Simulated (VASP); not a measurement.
# Nb (P6/mmm) in VASP: further runs

Runs on Nb. Level: PBEsol. Tasks: single point, relaxation of cell and atoms.

Everything below comes from runs of VASP 6.6.1. Logs are shortened: lines on timing, memory, paths and dates and some standing lists are left out, and cuts for length are marked.

### 1 The cell of the first run

It takes space group P6/mmm (No. 191, hexagonal). Conventional cell: a = 2.841 Å, b = 2.841 Å, c = 2.655 Å, α = 90.00°, β = 90.00°, γ = 120.00°. Nb (site symmetry 6/mmm) has 8 Nb at 2.65 to 2.84 Å within 3.5 Å.

### 2 Single point, PBEsol

File INCAR:

```
  PREC = Accurate
  ENCUT = 500
  EDIFF = 1E-6
  ISMEAR = 0
  SIGMA = 0.1
  LREAL = F
  LASPH = T
  NELM = 120
  ALGO = Normal
  ISIF = 2
  LWAVE = F
  LCHARG = F
  GGA = PS
  NBANDS = 12
  GGA_COMPAT = F
```

File KPOINTS:

```
Automatic mesh
0
Gamma
  9 9 6
```

File POSCAR:

```
Nb
1.0
    2.8410979304      0.0000000000      0.0000000000
   -1.4205489652      2.4604629824      0.0000000000
    0.0000000000      0.0000000000      2.6546508788
Nb
1
Direct
    0.0000000000      0.0000000000      0.0000000000
```

Potentials or basis: VASP PAW PBE potentials, release 64 (Nb_sv).

On the command line:

```
> cat potpaw_PBE.64/Nb_sv/POTCAR > POTCAR
> mpirun -np 1 vasp_std > vasp.out
```

OUTCAR:

```text
PREC = Accurate
   ENCUT = 500
   EDIFF = 1E-6
   ISMEAR = 0
   LREAL = F
   LASPH = T
   NELM = 120
   ISIF = 2
   GGA = PS

 ion  position               nearest neighbor table
   1  0.000  0.000  0.000-

  LATTYP: Found a hexagonal cell.
 ALAT       =     2.8410979304
 C/A-ratio  =     0.9343750000

  Lattice vectors:

 A1 = (   2.8410979304,   0.0000000000,   0.0000000000)
 A2 = (  -1.4205489652,   2.4604629824,   0.0000000000)
 A3 = (   0.0000000000,   0.0000000000,   2.6546508788)

Analysis of symmetry for initial positions (statically):
=====================================================================
 Subroutine PRICEL returns:
 Original cell was already a primitive cell.

 Routine SETGRP: Setting up the symmetry group for a
 hexagonal supercell.

 Subroutine GETGRP returns: Found 24 space group operations
 (whereof 24 operations were pure point group operations)
 out of a pool of 24 trial point group operations.

The static configuration has the point symmetry D_6h.

Analysis of symmetry for dynamics (positions and initial velocities):
=====================================================================
 Subroutine PRICEL returns:
 Original cell was already a primitive cell.

 Routine SETGRP: Setting up the symmetry group for a
 hexagonal supercell.

 Subroutine GETGRP returns: Found 24 space group operations
 (whereof 24 operations were pure point group operations)
 out of a pool of 24 trial point group operations.

The dynamic configuration has the point symmetry D_6h.

 Subroutine INISYM returns: Found 24 space group operations
 (whereof 24 operations are pure point group operations),
 and found     1 'primitive' translations

----------------------------------------------------------------------------------------

                                     Primitive cell

  volume of cell :      18.5571

  direct lattice vectors                    reciprocal lattice vectors
     2.841097930  0.000000000  0.000000000     0.351976604  0.203213787  0.000000000
    -1.420548965  2.460462982  0.000000000     0.000000000  0.406427574  0.000000000
     0.000000000  0.000000000  2.654650879     0.000000000  0.000000000  0.376697368

  length of vectors
     2.841097930  2.841097930  2.654650879     0.406427574  0.406427574  0.376697368

  position of ions in fractional coordinates (direct lattice)
     0.000000000  0.000000000  0.000000000

  ion indices of the primitive-cell ions
   primitive index   ion index
                 1           1

----------------------------------------------------------------------------------------

 KPOINTS: Automatic mesh

Automatic generation of k-mesh.
 Grid dimensions read from file:
 generate k-points for:    9    9    6

 Generating k-lattice:

  Cartesian coordinates                     Fractional coordinates (reciprocal lattice)
     0.039108512  0.022579310  0.000000000     0.111111111  0.000000000  0.000000000
     0.000000000  0.045158619  0.000000000     0.000000000  0.111111111  0.000000000
     0.000000000  0.000000000  0.062782895     0.000000000  0.000000000  0.166666667

  Length of vectors
     0.045158619  0.045158619  0.062782895

  Shift w.r.t. Gamma in fractional coordinates (k-lattice)
     0.000000000  0.000000000  0.000000000

 Subroutine IBZKPT returns following result:
 ===========================================

 Found     48 irreducible k-points:

 Following reciprocal coordinates:
            Coordinates               Weight
  0.000000  0.000000  0.000000      1.000000
  0.111111 -0.000000  0.000000      6.000000
  0.222222 -0.000000  0.000000      6.000000
  0.333333 -0.000000  0.000000      6.000000
  0.444444 -0.000000  0.000000      6.000000
  0.111111  0.111111  0.000000      6.000000
[... 16 lines left out ...]
  0.333333  0.222222  0.166667     24.000000
  0.333333  0.333333  0.166667      4.000000
 [... further k-points ...]
   k-points           NKPTS =     48   k-points in BZ     NKDIM =     48   number of bands    NBANDS=     12
   number of dos      NEDOS =    301   number of ions     NIONS =      1
   total plane-waves  NPLWV =  11520
   dimension x,y,z NGX =    24 NGY =   24 NGZ =   20
   dimension x,y,z NGXF=    48 NGYF=   48 NGZF=   40
   ions per type =               1
   NGX,Y,Z   is equivalent  to a cutoff of  14.04, 14.04, 12.52 a.u.
   NGXF,Y,Z  is equivalent  to a cutoff of  28.09, 28.09, 25.05 a.u.
 SYSTEM =  unknown system
   PREC   = accura    normal or accurate (medium, high low for compatibility)
   ISTART =      0    job   : 0-new  1-cont  2-samecut
   ICHARG =      2    charge: 1-file 2-atom 10-const
   ISPIN  =      1    spin polarized calculation?
   LNONCOLLINEAR =      F non collinear calculations
   LSORBIT =      F    spin-orbit coupling
   LASPH  =      T    aspherical Exc in radial PAW
   ENCUT  =  500.0 eV  36.75 Ry    6.06 a.u.   5.18  5.18  4.84*2*pi/ulx,y,z
   NELM   =    120;   NELMIN=  2; NELMDL= -5     # of ELM steps
   EDIFF  = 0.1E-05   stopping-criterion for ELM
   LREAL  =      F    real-space projection
   EDIFFG = 0.1E-04   stopping-criterion for IOM
   NSW    =      0    number of steps for IOM
   IBRION =     -1    ionic relax: 0-MD 1-quasi-New 2-CG
   NFREE  =      0    steps in history (QN), initial steepest desc. (CG)
   ISIF   =      2    stress and relaxation
   ISYM   =      2    0-nonsym 1-usesym 2-fastsym
   POTIM  = 0.5000    time-step for ionic-motion
   TEBEG  =    0.0;   TEEND  =   0.0 temperature during run
   PSTRESS=    0.0 pullay stress
   NELECT =      13.0000    total number of electrons
   NUPDOWN=      -1.0000    fix difference up-down
   EMIN   =  10.00;   EMAX   =-10.00  energy-range for DOS
   EFERMI =   0.00;   METHOD = LEGACY
   ISMEAR =     0;   SIGMA  =   0.10  broadening in eV -4-tet -1-fermi 0-gaus
   EFERMI_NEDOS =   21; number of points for ismear=-14 and -15
   IALGO  =     38    algorithm
   IMIX   =      4    mixing-type and parameters
     AMIX     =   0.40;   BMIX     =  1.00
     AMIX_MAG =   1.60;   BMIX_MAG =  1.00
  volume/ion in A,a.u.               =      18.56       125.23
  Fermi-wavevector in a.u.,A,eV,Ry     =   1.453960  2.747586 28.762713  2.114000
  Thomas-Fermi vector in A             =   2.571166
   LORBIT       =      0    0 simple, 1 ext, 2 COOP (PROOUT), +10 PAW based schemes
   GGA     = PS    functional components
   LHFCALC =     F    Hartree Fock is set to
   AEXX    =    0.0000 exact exchange contribution
   IVDW    =     0    specifies the selected vdW correction
   LEPSILON=     F    determine dielectric tensor
   LRPA    =     F    only Hartree local field effects (RPA)
 non-spin polarized calculation
 Gauss-broadening in eV      SIGMA  =   0.10
  energy-cutoff  :      500.00
  volume of cell :       18.56
 maximum number of plane-waves:       483
 NGX is ok and might be reduce to    24

 number of electron      13.0000001 magnetization

 Free energy of the ion-electron system (eV)
  ---------------------------------------------------
  ext. energy  EPLUGINS =         0.00000000
  ---------------------------------------------------
  free energy    TOTEN  =       -10.28798480 eV

  energy without entropy =      -10.28226018  energy(sigma->0) =      -10.28512249

 E-fermi :  10.8721     XC(G=0): -12.4089

 val. band max:       10.8484544422   @ k =   0.3333  -0.0000   0.0000
 cond. band min:      10.8908786050   @ k =   0.0000   0.0000   0.3333
 fundamental gap:      0.0424241628
 Fermi energy:        10.8720586995

 k-point     1 :       0.0000    0.0000    0.0000
  band No.  band energies     occupation
      1     -43.7235      2.00000
      2     -19.0284      2.00000
      3     -19.0284      2.00000
      4     -18.8442      2.00000
      5       4.8337      2.00000
      6       7.8828      2.00000
      7      11.0689      0.00537
      8      11.0689      0.00537
      9      16.3418      0.00000
     10      16.3418      0.00000
     11      22.9741      0.00000
     12      25.7765      0.00000

 k-point     2 :       0.1111   -0.0000    0.0000
  band No.  band energies     occupation
      1     -43.6967      2.00000
      2     -19.2109      2.00000
      3     -19.0687      2.00000
      4     -18.8250      2.00000
      5       5.2894      2.00000
      6       8.0828      2.00000
      7      10.5937      1.99992
      8      11.5059      0.00000
      9      15.7864      0.00000
     10      16.2526      0.00000
     11      24.0684      0.00000
     12      26.7285      0.00000

 k-point     3 :       0.2222   -0.0000    0.0000
  band No.  band energies     occupation
      1     -43.6280      2.00000
      2     -19.6566      2.00000
      3     -19.1692      2.00000
      4     -18.7761      2.00000
      5       6.3614      2.00000
      6       8.4701      2.00000
      7      10.0057      2.00000
      8      12.7490      0.00000
      9      14.6624      0.00000
     10      16.0343      0.00000
     11      24.9633      0.00000
     12      27.1535      0.00000

 k-point     4 :       0.3333   -0.0000    0.0000
  band No.  band energies     occupation
      1     -43.5488      2.00000
      2     -20.1386      2.00000
      3     -19.2812      2.00000
      4     -18.7199      2.00000
      5       7.0691      2.00000
      6       8.5502      2.00000
      7      10.8485      1.26148
      8      13.6593      0.00000
      9      14.5538      0.00000
     10      15.7986      0.00000
     11      22.8378      0.00000
     12      25.7968      0.00000

 k-point     5 :       0.4444   -0.0000    0.0000
  band No.  band energies     occupation
      1     -43.4963      2.00000
      2     -20.4409      2.00000
      3     -19.3530      2.00000
      4     -18.6829      2.00000
      5       6.9478      2.00000
      6       8.9588      2.00000
      7      12.0645      0.00000
      8      13.0991      0.00000
      9      15.6510      0.00000
     10      16.2332      0.00000
     11      21.6032      0.00000
     12      24.0408      0.00000

 k-point     6 :       0.1111    0.1111    0.0000
  band No.  band energies     occupation
      1     -43.6489      2.00000
      2     -19.5076      2.00000
      3     -19.1564      2.00000
      4     -18.7909      2.00000
      5       6.0869      2.00000
      6       8.4515      2.00000
      7       9.8979      2.00000
      8      12.4327      0.00000
      9      15.0104      0.00000
     10      16.0486      0.00000
     11      25.5228      0.00000
     12      26.3386      0.00000

 k-point     7 :       0.2222    0.1111    0.0000
  band No.  band energies     occupation
      1     -43.5748      2.00000
      2     -19.9324      2.00000
      3     -19.3020      2.00000
      4     -18.7383      2.00000
      5       7.2032      2.00000
      6       8.6991      2.00000
      7       9.7277      2.00000
      8      14.0736      0.00000
      9      14.1331      0.00000
     10      15.7132      0.00000
     11      23.8237      0.00000
     12      25.3444      0.00000

 k-point     8 :       0.3333    0.1111    0.0000
  band No.  band energies     occupation
      1     -43.5087      2.00000
      2     -20.2904      2.00000
      3     -19.4289      2.00000
      4     -18.6916      2.00000
      5       7.4955      2.00000
      6       8.8270      2.00000
      7      10.9710      0.16156
      8      13.3856      0.00000
      9      15.4293      0.00000
     10      16.0512      0.00000
     11      21.8428      0.00000
     12      23.7568      0.00000
[... 166 lines left out ...]
 k-point    20 :       0.3333    0.1111    0.1667
  band No.  band energies     occupation
      1     -43.4523      2.00000
      2     -20.2286      2.00000
      3     -19.3824      2.00000
      4     -19.1294      2.00000
      5       7.8397      2.00000
      6       9.4082      2.00000
      7      10.7386      1.94088
      8      13.3020      0.00000
      9      14.0140      0.00000
     10      16.7880      0.00000
     11      22.4444      0.00000
     12      25.1989      0.00000

 k-point    21 :       0.4444    0.1111    0.1667
  band No.  band energies     occupation
      1     -43.4262      2.00000
      2     -20.3644      2.00000
      3     -19.4311      2.00000
      4     -19.1071      2.00000
      5       7.7002      2.00000
      6       9.7090      2.00000
      7      10.5917      1.99993
      8      13.8425      0.00000
      9      14.1926      0.00000
     10      17.9924      0.00000
     11      20.9173      0.00000
     12      24.3808      0.00000

 k-point    22 :       0.2222    0.2222    0.1667
  band No.  band energies     occupation
      1     -43.4572      2.00000
      2     -20.0996      2.00000
      3     -19.4887      2.00000
      4     -19.1335      2.00000
      5       8.7200      2.00000
      6       9.1368      2.00000
      7      10.4892      2.00000
      8      12.5142      0.00000
      9      13.6649      0.00000
     10      17.0827      0.00000
     11      23.2020      0.00000
     12      24.4200      0.00000

 k-point    23 :       0.3333    0.2222    0.1667
  band No.  band energies     occupation
      1     -43.4173      2.00000
      2     -20.2047      2.00000
      3     -19.6780      2.00000
      4     -19.0994      2.00000
      5       8.7857      2.00000
      6       9.6335      2.00000
      7      10.7401      1.93802
      8      12.8277      0.00000
      9      13.1283      0.00000
     10      19.2456      0.00000
     11      20.7051      0.00000
     12      23.1924      0.00000

 k-point    24 :       0.3333    0.3333    0.1667
  band No.  band energies     occupation
      1     -43.4034      2.00000
      2     -19.9964      2.00000
      3     -19.9964      2.00000
      4     -19.0875      2.00000
      5       9.5686      2.00000
      6       9.5686      2.00000
      7      10.8248      1.49650
      8      12.6100      0.00000
      9      12.6100      0.00000
     10      19.6004      0.00000
     11      21.4502      0.00000
     12      21.4502      0.00000

 [... further k-points ...]
[... 5 lines left out ...]
  --------------------------------------------------------------------------------------
  -------------------------------------------------------------------------------------
  Total        0.0268178      0.0268178      0.6244381      0.0000000      0.0000000      0.0000000
  in kB        2.3153892      2.3153892     53.9125067      0.0000000      0.0000000      0.0000000
  external PRESSURE =      19.5144284 kB  Pullay stress =       0.0000000 kB

 VOLUME and BASIS-vectors are now :
 -----------------------------------------------------------------------------
  energy-cutoff  :      500.00
  volume of cell :       18.56
      direct lattice vectors                 reciprocal lattice vectors
     2.841097930  0.000000000  0.000000000     0.351976604  0.203213787  0.000000000
    -1.420548965  2.460462982  0.000000000     0.000000000  0.406427574  0.000000000
     0.000000000  0.000000000  2.654650879     0.000000000  0.000000000  0.376697368

 POSITION                                       TOTAL-FORCE (eV/Angst)
 -----------------------------------------------------------------------------------
      0.00000      0.00000      0.00000        -0.000000      0.000000      0.000000
 -----------------------------------------------------------------------------------
    total drift:                                0.000000      0.000000      0.000000

  FREE ENERGIE OF THE ION-ELECTRON SYSTEM (eV)
  ---------------------------------------------------
  free  energy   TOTEN  =       -10.2879847955 eV

  energy  without entropy=      -10.2822601785  energy(sigma->0) =      -10.28512249
```

Wall time 4.9 s (1 thread of Intel Xeon Platinum 8488C (Sapphire Rapids), shared host); peak memory 0.13 GiB.

Results:

| Property | Result |
| --- | --- |
| Free energy | -10.2880 eV |
| Pressure | 2.0 GPa |

Caveat: the k points lie up to 0.39 Å⁻¹ apart; the PAW data sets were made with another functional, which shifts forces and pressure a little.

### 3 Single point, PBEsol

This run uses another cell than the first one: it holds 3 atoms, not 1.

File INCAR:

```
SYSTEM = Nb
ALGO = Normal
EDIFF = 1E-6
ENCUT = 500
GGA = PS
GGA_COMPAT = .FALSE.
ISIF = 2
ISMEAR = 0
LASPH = .TRUE.
LCHARG = .FALSE.
LREAL = .FALSE.
LWAVE = .FALSE.
NBANDS = 26
NELM = 120
PREC = Accurate
SIGMA = 0.1
```

File KPOINTS:

```
k-points
0
G
  6 6 6
  0 0 0
```

File POSCAR:

```
Nb
1.0
    4.8187066211      0.0000000000      0.0000000000
   -2.4093533106      4.1731223472      0.0000000000
    0.0000000000      0.0000000000      2.6641607531
Nb
3
Direct
    0.0000000000      0.0000000000      0.0000000000
    0.3333333333      0.6666666667      0.5000000000
    0.6666666667      0.3333333333      0.5000000000
```

Potentials or basis: VASP PAW PBE potentials, release 64 (Nb_sv).

On the command line:

```
> cat potpaw_PBE.64/Nb_sv/POTCAR > POTCAR
> mpirun -np 1 vasp_std > vasp.out
```

It took 14 s on 1 thread of Intel Xeon 6975P-C (Granite Rapids), shared host; peak memory 0.17 GiB.

The run converged. Its results:

```yaml
Free_energy: -32.1650 eV
Pressure: -0.2 GPa
```

Stress tensor (GPa, compression positive):
```
-0.13  0.00  0.00
 0.00 -0.13  0.00
 0.00  0.00 -0.24
```

Levels at points of the mesh, in eV from the Fermi level:
| k point | band 15 | band 16 | band 17 | band 18 | band 19 | band 20 | band 21 | band 22 | band 23 | band 24 |
| --- | --- | --- | --- | --- | --- | --- | --- | --- | --- | --- |
| (0.00, 0.00, 0.00) | -1.54 | -1.14 | -1.14 | -1.13 | -1.13 | -0.94 | 0.69 | 0.69 | 3.00 | 3.00 |
| (0.50, 0.00, 0.00) | -3.57 | -2.00 | -1.79 | -1.58 | -1.01 | -0.81 | 1.69 | 1.99 | 3.23 | 3.23 |
| (0.00, 0.00, 0.50) | -2.90 | -2.90 | -1.91 | -0.72 | 0.00 | 0.00 | 1.22 | 1.22 | 3.86 | 3.86 |
| (0.50, 0.00, 0.50) | -3.17 | -2.50 | -1.14 | -1.02 | -0.61 | 0.91 | 0.93 | 1.85 | 2.32 | 3.21 |

Caveat: the k points lie up to 0.39 Å⁻¹ apart; the PAW data sets were made with another functional, which shifts forces and pressure a little.

[end of part 1 of 2]
